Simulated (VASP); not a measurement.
Write the native input for VASP 6.6.1 that does the following.

* Task: single point
* Functional: PBE
* Potentials or basis: VASP PAW PBE potentials, release 64 (Ni, O)
* Cutoff: 600 eV
* k mesh: 10 × 10 × 10
* Occupations: gaussian, width 0.05 eV
* Spin: collinear spin, antiferromagnetic start
* Starting moments: [1.86, -1.86, 0.0, 0.0] μB
* Hubbard terms: Ni d U = 6.2 eV
* Dipole correction: no
* Further INCAR settings: ALGO = Normal; EDIFF = 1e-06; NBANDS = 28

The structure of NiO lies in POSCAR:

```
NiO
1.0
   -2.1369195529     -2.1369195529      4.2772823152
   -4.2772823152     -2.1369195529      2.1369195529
   -2.1369195529     -4.2772823152      2.1369195529
Ni O
2 2
Direct
    0.0000000000      0.0000000000      0.0000000000
    0.5000000000      0.5000000000      0.5000000000
    1.2500000005     -0.7499999995     -0.7499999995
    1.7499999995     -0.2500000005     -0.2500000005
```

These files were run (other wordings do the same):

INCAR

```
ALGO = Normal
EDIFF = 1E-6
ENCUT = 600
GGA = PE
GGA_COMPAT = False
ISIF = 2
ISMEAR = 0
ISPIN = 2
LASPH = True
LCHARG = False
LDAU = True
LDAUJ = 0 0
LDAUL = 2 -1
LDAUPRINT = 1
LDAUTYPE = 2
LDAUU = 6.2 0
LMAXMIX = 4
LORBIT = 11
LREAL = False
LWAVE = False
MAGMOM = 1.86 -1.86 0 0
NBANDS = 28
NELM = 200
PREC = Accurate
SIGMA = 0.05
```

KPOINTS

```
k-points
0
Gamma
  10 10 10
```

Potentials or basis: VASP PAW PBE potentials, release 64 (Ni, O).

Command:

```bash
$ cat potpaw_PBE.64/Ni/POTCAR potpaw_PBE.64/O/POTCAR > POTCAR
$ mpirun -np 1 vasp_std > vasp.out
```

It gave:

```
Pressure                                              : -11.0 GPa
Band gap on the k mesh                                : 2.90 eV
Net moment                                            : 0.00 μB per cell
Site moments                                          : Ni +1.76, -1.76; O +0.00 μB
Valence electrons inside the program's atomic spheres : Ni 8.88; O 4.98
```

Caveat: the cell stands under tension.

It took 22 min on 1 thread of Oxide Virtual Turin-like Processor, on a shared host, peak memory 0.43 GiB.
